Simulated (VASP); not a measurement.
The system is TiO2.

```xyz
6
Lattice="2.7060 -2.7067 0.0000 2.7060 2.7067 0.0000 -2.6335 0.0000 4.7966" Properties=species:S:1:pos:R:3 pbc="T T T"
Ti    2.0477    1.9807    1.1992
Ti    0.7309   -1.9807    3.5975
O    -0.6205   -0.6563    3.2001
O     3.3990    0.6563    1.5966
O     2.0823   -0.6563    3.9949
O     0.6963    0.6563    0.8018
```

Base run:

| Property | Result |
| --- | --- |
| Program | VASP 6.6.1 |
| Functional | LDA |
| Potentials or basis | VASP PAW LDA potentials, release 64 (Ti_sv, O) |
| Cutoff | 600 eV |
| k mesh | 6 × 6 × 6, shifted |
| Occupations | gaussian, width 0.02 eV |
| Spin | no spin polarisation |

Its results: band gap on the k mesh 2.24 eV (least direct gap 2.62 eV); pressure -12.1 GPa; largest force 0.314 eV/Å.

**Question.** The run is repeated on the same cell with these changes: k mesh from 6 × 6 × 6, shifted to 6 × 6 × 4, through Γ. What comes out?

**Answer.** Band gap on the k mesh 1.95 eV (least direct gap 2.28 eV); pressure -12.2 GPa; largest force 0.315 eV/Å.

Caveats: the cell stands under tension; a shifted mesh leaves out Γ, where band edges can lie (at least some runs).

A k mesh can miss the band edges.
